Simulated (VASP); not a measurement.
# Cu12H in VASP: single point with PBE+D3(BJ)

Aim: the single point of Cu12H with PBE+D3(BJ).

Everything below comes from runs of VASP 6.6.1. Logs are shortened: lines on timing, memory, paths and dates and some standing lists are left out, and cuts for length are marked.

### 1 The cell of the first run

The cell holds a slab with vacuum, 13 atoms: a = 5.038 Å, b = 5.038 Å, c = 20.662 Å, α = 90.00°, β = 90.00°, γ = 90.00°.

### 2 Single point, PBE+D3(BJ)

INCAR

```
PREC     = Accurate       # precision mode
ENCUT    = 520            # plane-wave cutoff, eV
EDIFF    = 1E-6           # SCF threshold, eV
ISMEAR   = 0              # smearing method
SIGMA    = 0.1            # smearing width, eV
LREAL    = False          # projectors in reciprocal space
LASPH    = True           # aspherical terms in the spheres
NELM     = 60             # most SCF steps
ALGO     = Normal         # electronic algorithm
ISIF     = 2              # what is computed and relaxed
LWAVE    = False          # write WAVECAR
LCHARG   = False          # write CHGCAR
LDIPOL   = True         
IDIPOL   = 3            
DIPOL    = 0.5 0.5 0.298
GGA      = PE             # functional
IVDW     = 12             # dispersion correction
NBANDS   = 78             # bands
```

KPOINTS

```
regular mesh
0
Gamma
  5 5 1
```

POSCAR

```
Cu12H
1.0
    5.0378287988      0.0000000000      0.0000000000
    0.0000000000      5.0378287988      0.0000000000
    0.0000000000      0.0000000000     20.6622829064
Cu H
12 1
Direct
    0.2500000000      0.2500000000      0.1935894508
    0.2500000000      0.7500000000      0.1935894508
    0.7500000000      0.2500000000      0.1935894508
    0.7500000000      0.7500000000      0.1935894508
    0.0000000000      0.0000000000      0.2797919997
    0.0000000000      0.5000000000      0.2797919997
    0.5000000000      0.0000000000      0.2797919997
    0.5000000000      0.5000000000      0.2797919997
    0.2500000000      0.2500000000      0.3659945486
    0.2500000000      0.7500000000      0.3659945486
    0.7500000000      0.2500000000      0.3659945486
    0.7500000000      0.7500000000      0.3659945486
    0.4166666667      0.5000000000      0.5160263730
```

Potentials or basis: VASP PAW PBE potentials, release 64 (Cu, H).

The run is started by

```console
cat potpaw_PBE.64/Cu/POTCAR potpaw_PBE.64/H/POTCAR > POTCAR
mpirun -np 1 vasp_std > vasp.out
```

OUTCAR:

```text
PREC = Accurate
   ENCUT = 520
   EDIFF = 1E-6
   ISMEAR = 0
   LREAL = False
   LASPH = True
   NELM = 60
   ISIF = 2
   GGA = PE
   IVDW = 12
 IVDW          = 12

 ion  position               nearest neighbor table
   1  0.250  0.250  0.194-   5 2.52   6 2.52   7 2.52   8 2.52   2 2.52   3 2.52   2 2.52   3 2.52

   2  0.250  0.750  0.194-   5 2.52   6 2.52   7 2.52   8 2.52   1 2.52   4 2.52   1 2.52   4 2.52

   3  0.750  0.250  0.194-   5 2.52   6 2.52   7 2.52   8 2.52   1 2.52   4 2.52   4 2.52   1 2.52

   4  0.750  0.750  0.194-   5 2.52   6 2.52   7 2.52   8 2.52   2 2.52   3 2.52   3 2.52   2 2.52

   5  0.000  0.000  0.280-   9 2.52  10 2.52  11 2.52  12 2.52   1 2.52   2 2.52   3 2.52   4 2.52
                             6 2.52   7 2.52   6 2.52   7 2.52
   6  0.000  0.500  0.280-   9 2.52  10 2.52  11 2.52  12 2.52   1 2.52   2 2.52   3 2.52   4 2.52
                             5 2.52   8 2.52   5 2.52   8 2.52
   7  0.500  0.000  0.280-   9 2.52  10 2.52  11 2.52  12 2.52   1 2.52   2 2.52   3 2.52   4 2.52
                             5 2.52   8 2.52   8 2.52   5 2.52
   8  0.500  0.500  0.280-   9 2.52  10 2.52  11 2.52  12 2.52   1 2.52   2 2.52   3 2.52   4 2.52
                             6 2.52   7 2.52   7 2.52   6 2.52
   9  0.250  0.250  0.366-   5 2.52   6 2.52   7 2.52   8 2.52  10 2.52  11 2.52  10 2.52  11 2.52

  10  0.250  0.750  0.366-   5 2.52   6 2.52   7 2.52   8 2.52   9 2.52  12 2.52   9 2.52  12 2.52

  11  0.750  0.250  0.366-   5 2.52   6 2.52   7 2.52   8 2.52   9 2.52  12 2.52  12 2.52   9 2.52

  12  0.750  0.750  0.366-   5 2.52   6 2.52   7 2.52   8 2.52  10 2.52  11 2.52  11 2.52  10 2.52

  13  0.417  0.500  0.516-

  LATTYP: Found a simple tetragonal cell.
 ALAT       =     5.0378287988
 C/A-ratio  =     4.1014261762

  Lattice vectors:

 A1 = (   5.0378287988,   0.0000000000,   0.0000000000)
 A2 = (   0.0000000000,   5.0378287988,   0.0000000000)
 A3 = (   0.0000000000,   0.0000000000,  20.6622829064)

Analysis of symmetry for initial positions (statically):
=====================================================================
 Subroutine PRICEL returns:
 Original cell was already a primitive cell.

 Routine SETGRP: Setting up the symmetry group for a
 simple tetragonal supercell.

 Subroutine GETGRP returns: Found  2 space group operations
 (whereof  2 operations were pure point group operations)
 out of a pool of 16 trial point group operations.

The static configuration has the point symmetry C_1h.

Analysis of symmetry for dynamics (positions and initial velocities):
=====================================================================
 Subroutine PRICEL returns:
 Original cell was already a primitive cell.

 Routine SETGRP: Setting up the symmetry group for a
 simple tetragonal supercell.

 Subroutine GETGRP returns: Found  2 space group operations
 (whereof  2 operations were pure point group operations)
 out of a pool of 16 trial point group operations.

The dynamic configuration has the point symmetry C_1h.

 Subroutine INISYM returns: Found  2 space group operations
 (whereof  2 operations are pure point group operations),
 and found     1 'primitive' translations

----------------------------------------------------------------------------------------

                                     Primitive cell

  volume of cell :     524.4029

  direct lattice vectors                    reciprocal lattice vectors
     5.037828799  0.000000000  0.000000000     0.198498210  0.000000000  0.000000000
     0.000000000  5.037828799  0.000000000     0.000000000  0.198498210  0.000000000
     0.000000000  0.000000000 20.662282906     0.000000000  0.000000000  0.048397363

  length of vectors
     5.037828799  5.037828799 20.662282906     0.198498210  0.198498210  0.048397363

  position of ions in fractional coordinates (direct lattice)
     0.250000000  0.250000000  0.193589451
     0.250000000  0.750000000  0.193589451
     0.750000000  0.250000000  0.193589451
     0.750000000  0.750000000  0.193589451
     0.000000000  0.000000000  0.279792000
     0.000000000  0.500000000  0.279792000
     0.500000000  0.000000000  0.279792000
     0.500000000  0.500000000  0.279792000
     0.250000000  0.250000000  0.365994549
     0.250000000  0.750000000  0.365994549
     0.750000000  0.250000000  0.365994549
     0.750000000  0.750000000  0.365994549
     0.416666667  0.500000000  0.516026373

  ion indices of the primitive-cell ions
   primitive index   ion index
                 1           1
                 2           2
                 3           3
                 4           4
                 5           5
                 6           6
                 7           7
                 8           8
                 9           9
                10          10
                11          11
                12          12
                13          13

----------------------------------------------------------------------------------------

 KPOINTS: regular mesh

Automatic generation of k-mesh.
 Grid dimensions read from file:
 generate k-points for:    5    5    1

 Generating k-lattice:

  Cartesian coordinates                     Fractional coordinates (reciprocal lattice)
     0.039699642  0.000000000  0.000000000     0.200000000  0.000000000  0.000000000
     0.000000000  0.039699642  0.000000000     0.000000000  0.200000000  0.000000000
     0.000000000  0.000000000  0.048397363     0.000000000  0.000000000  1.000000000

  Length of vectors
     0.039699642  0.039699642  0.048397363

  Shift w.r.t. Gamma in fractional coordinates (k-lattice)
     0.000000000  0.000000000  0.000000000

 Subroutine IBZKPT returns following result:
 ===========================================

 Found      9 irreducible k-points:

 Following reciprocal coordinates:
            Coordinates               Weight
  0.000000  0.000000  0.000000      1.000000
  0.200000  0.000000  0.000000      2.000000
  0.000000  0.200000  0.000000      2.000000
  0.400000  0.000000  0.000000      2.000000
  0.000000  0.400000  0.000000      2.000000
  0.200000  0.200000  0.000000      4.000000
  0.400000  0.200000  0.000000      4.000000
 -0.200000  0.400000  0.000000      4.000000
  0.400000  0.400000  0.000000      4.000000
   k-points           NKPTS =      9   k-points in BZ     NKDIM =      9   number of bands    NBANDS=     78
   number of dos      NEDOS =    301   number of ions     NIONS =     13
   total plane-waves  NPLWV = 256000
   dimension x,y,z NGX =    40 NGY =   40 NGZ =  160
   dimension x,y,z NGXF=    80 NGYF=   80 NGZF=  320
   ions per type =              12   1
   NGX,Y,Z   is equivalent  to a cutoff of  13.20, 13.20, 12.87 a.u.
   NGXF,Y,Z  is equivalent  to a cutoff of  26.40, 26.40, 25.75 a.u.
 SYSTEM =  unknown system
   PREC   = accura    normal or accurate (medium, high low for compatibility)
   ISTART =      0    job   : 0-new  1-cont  2-samecut
   ICHARG =      2    charge: 1-file 2-atom 10-const
   ISPIN  =      1    spin polarized calculation?
   LNONCOLLINEAR =      F non collinear calculations
   LSORBIT =      F    spin-orbit coupling
   LASPH  =      T    aspherical Exc in radial PAW
   ENCUT  =  520.0 eV  38.22 Ry    6.18 a.u.   9.37  9.37 38.42*2*pi/ulx,y,z
   NELM   =     60;   NELMIN=  2; NELMDL= -5     # of ELM steps
   EDIFF  = 0.1E-05   stopping-criterion for ELM
   LREAL  =      F    real-space projection
[... 7 lines left out ...]
   TEBEG  =    0.0;   TEEND  =   0.0 temperature during run
   PSTRESS=    0.0 pullay stress
   NELECT =     133.0000    total number of electrons
   NUPDOWN=      -1.0000    fix difference up-down
   EMIN   =  10.00;   EMAX   =-10.00  energy-range for DOS
   EFERMI =   0.00;   METHOD = LEGACY
   ISMEAR =     0;   SIGMA  =   0.10  broadening in eV -4-tet -1-fermi 0-gaus
   EFERMI_NEDOS =   21; number of points for ismear=-14 and -15
   IALGO  =     38    algorithm
   IMIX   =      4    mixing-type and parameters
     AMIX     =   0.40;   BMIX     =  1.00
     AMIX_MAG =   1.60;   BMIX_MAG =  1.00
  volume/ion in A,a.u.               =      40.34       272.22
  Fermi-wavevector in a.u.,A,eV,Ry     =   1.036264  1.958255 14.610517  1.073843
  Thomas-Fermi vector in A             =   2.170646
   LORBIT       =      0    0 simple, 1 ext, 2 COOP (PROOUT), +10 PAW based schemes
   GGA     = PE    functional components
   LHFCALC =     F    Hartree Fock is set to
   AEXX    =    0.0000 exact exchange contribution
   IVDW    =    12    specifies the selected vdW correction
   LEPSILON=     F    determine dielectric tensor
   LRPA    =     F    only Hartree local field effects (RPA)
 non-spin polarized calculation
 Gauss-broadening in eV      SIGMA  =   0.10
  energy-cutoff  :      520.00
  volume of cell :      524.40
 maximum number of plane-waves:     14177
 NGX is ok and might be reduce to    40
   NGX = 19   NGY = 19   NGZ = 77

 dipolmoment           0.000000      0.000000     -0.146807 electrons x Angstroem

 number of electron     132.9999975 magnetization

 dipolmoment           0.000000      0.000000      0.242811 electrons x Angstroem

 Free energy of the ion-electron system (eV)
  ---------------------------------------------------
  ext. energy  EPLUGINS =         0.00000000
  ---------------------------------------------------
  free energy    TOTEN  =       -40.78000045 eV

  energy without entropy =      -40.75590398  energy(sigma->0) =      -40.76795222

 E-fermi :  -1.7523     XC(G=0):  -4.5950

 val. band max:       -1.7536348121   @ k =   0.4000   0.4000   0.0000
 cond. band min:      -1.7320178469   @ k =   0.0000   0.0000   0.0000
 fundamental gap:      0.0216169651
 Fermi energy:        -1.7522940318

 k-point     1 :       0.0000    0.0000    0.0000
  band No.  band energies     occupation
      1     -10.3569      2.00000
      2      -7.7843      2.00000
      3      -6.7528      2.00000
      4      -6.7508      2.00000
      5      -6.5888      2.00000
      6      -6.5078      2.00000
[... 70 lines left out ...]
     77       2.4949      0.00000
     78       2.6842      0.00000

 k-point     2 :       0.2000    0.0000    0.0000
  band No.  band energies     occupation
      1     -10.1144      2.00000
      2      -7.5747      2.00000
      3      -7.2612      2.00000
      4      -6.5908      2.00000
      5      -6.4483      2.00000
      6      -6.4292      2.00000
[... 70 lines left out ...]
     77       2.7626      0.00000
     78       2.9250      0.00000
[... 484 lines left out ...]
     77       3.3041      0.00000
     78       3.6775      0.00000

 k-point     9 :       0.4000    0.4000    0.0000
  band No.  band energies     occupation
      1      -8.5262      2.00000
      2      -7.5868      2.00000
      3      -7.5863      2.00000
      4      -6.8906      2.00000
      5      -6.3771      2.00000
      6      -6.0666      2.00000
[... 70 lines left out ...]
     77       4.4081      0.00000
     78       4.4368      0.00000

------------------------ aborting loop because EDIFF is reached ----------------------------------------

 vacuum level on the upper side and lower side of the slab       (xc-potential included)         0.643        -1.051

 Edisp (eV)   -4.43317

 E8    (eV) :    -1.9955

  FORCE on cell =-STRESS in cart. coord.  units (eV):
  Direction    XX          YY          ZZ          XY          YZ          ZX
  --------------------------------------------------------------------------------------
  -------------------------------------------------------------------------------------
  Total      -4.98381    -5.00854    -2.12736     0.00000     0.00000    -0.05399
  in kB     -15.22675   -15.30228    -6.49958     0.00000     0.00000    -0.16497
  external pressure =      -12.34 kB  Pullay stress =        0.00 kB

 VOLUME and BASIS-vectors are now :
 -----------------------------------------------------------------------------
  energy-cutoff  :      520.00
  volume of cell :      524.40
      direct lattice vectors                 reciprocal lattice vectors
     5.037828799  0.000000000  0.000000000     0.198498210  0.000000000  0.000000000
     0.000000000  5.037828799  0.000000000     0.000000000  0.198498210  0.000000000
     0.000000000  0.000000000 20.662282906     0.000000000  0.000000000  0.048397363

 POSITION                                       TOTAL-FORCE (eV/Angst)
 -----------------------------------------------------------------------------------
      1.25946      1.25946      4.00000         0.020456      0.023234     -0.036431
      1.25946      3.77837      4.00000         0.020456     -0.023234     -0.036431
      3.77837      1.25946      4.00000        -0.020029      0.023798     -0.040211
      3.77837      3.77837      4.00000        -0.020029     -0.023798     -0.040211
      0.00000      0.00000      5.78114         0.018635      0.000000      0.062367
      0.00000      2.51891      5.78114        -0.002399      0.000000     -0.009481
      2.51891      0.00000      5.78114        -0.017628      0.000000     -0.001283
      2.51891      2.51891      5.78114         0.002077      0.000000     -0.042003
      1.25946      1.25946      7.56228         0.048805      0.077535      0.314980
      1.25946      3.77837      7.56228         0.048805     -0.077535      0.314980
      3.77837      1.25946      7.56228        -0.041578      0.028346      0.173053
      3.77837      3.77837      7.56228        -0.041578     -0.028346      0.173053
      2.09910      2.51891     10.66228        -0.015993      0.000000     -0.832380
 -----------------------------------------------------------------------------------
    total drift:                               -0.000071      0.000000     -0.002844

  FREE ENERGIE OF THE ION-ELECTRON SYSTEM (eV)
  ---------------------------------------------------
  free  energy   TOTEN  =       -45.2131668702 eV

  energy  without entropy=      -45.1890703951  energy(sigma->0) =      -45.20111863

 vacuum level on the upper side and lower side of the slab         4.327         2.592
```

It took 21 min on 1 thread of Intel Xeon 8259CL, shared host; peak memory 0.72 GiB.

What came out:

| Quantity | Value |
| --- | --- |
| Free energy | -45.2132 eV |
| Largest force | 0.833 eV/Å |
| Band gap on the k mesh | zero (an odd number of electrons rules out a gap without spin polarisation) |
| Dispersion energy per atom | -0.341 eV |

Forces on the atoms (eV/Å):
```
Cu   0.020  0.023 -0.036
Cu   0.020 -0.023 -0.036
Cu  -0.020  0.024 -0.040
Cu  -0.020 -0.024 -0.040
Cu   0.019  0.000  0.062
Cu  -0.002  0.000 -0.009
Cu  -0.018  0.000 -0.001
Cu   0.002  0.000 -0.042
Cu   0.049  0.078  0.315
Cu   0.049 -0.078  0.315
Cu  -0.042  0.028  0.173
Cu  -0.042 -0.028  0.173
H   -0.016  0.000 -0.832
```

Levels at points of the mesh, in eV from the Fermi level:
```tsv
k point	band 63	band 64	band 65	band 66	band 67	band 68	band 69	band 70	band 71	band 72
(0.00, 0.00, 0.00)	-1.07	-0.17	-0.13	-0.13	-0.05	-0.04	0.02	0.15	1.55	3.03
```

The gap in the log of VASP goes by the Fermi energy; the results here count the filled bands.